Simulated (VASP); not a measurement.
A run of VASP 6.6.1 is set up as follows.

Contents of INCAR:

```
SYSTEM = AlP
PREC = Accurate ; ENCUT = 500
EDIFF = 1E-8 ; ISMEAR = 0
SIGMA = 0.01 ; LREAL = .False.
LASPH = .True. ; NELM = 120
ALGO = Normal ; ISIF = 2
LWAVE = .False. ; LCHARG = .True.
IBRION = 8 ; NSW = 1
GGA_COMPAT = .False.
```

Contents of KPOINTS:

```
Automatic mesh
0
Gamma
  8 8 8
  0 0 0
```

Contents of POSCAR:

```
AlP
1.0
    2.7377920891      2.7377920891      0.0000000000
   -2.7377920891      2.7377920891      0.0000000000
    0.0000000000      2.7377920891      2.7377920891
Al P
1 1
Direct
    0.0000000000      0.0000000000      0.0000000000
    0.7500000000      0.2500000000      0.5000000000
```

Potentials or basis: VASP PAW LDA potentials, release 64 (Al, P).

Command:

```bash
$ cat potpaw_LDA.64/Al/POTCAR potpaw_LDA.64/P/POTCAR > POTCAR
$ mpirun -np 1 vasp_std > vasp.out
```

**Question.** Predict the highest phonon frequency at Γ, LO-TO splitting left out.

**Answer.** 429 cm⁻¹.

Phonon frequencies in cm⁻¹ (negative: imaginary):
| q point | frequencies |
| --- | --- |
| (0.000, 0.000, 0.000) | 0 0 0 429 429 429 |

Caveat: the cell wasn't relaxed at this level first, which shifts response properties.
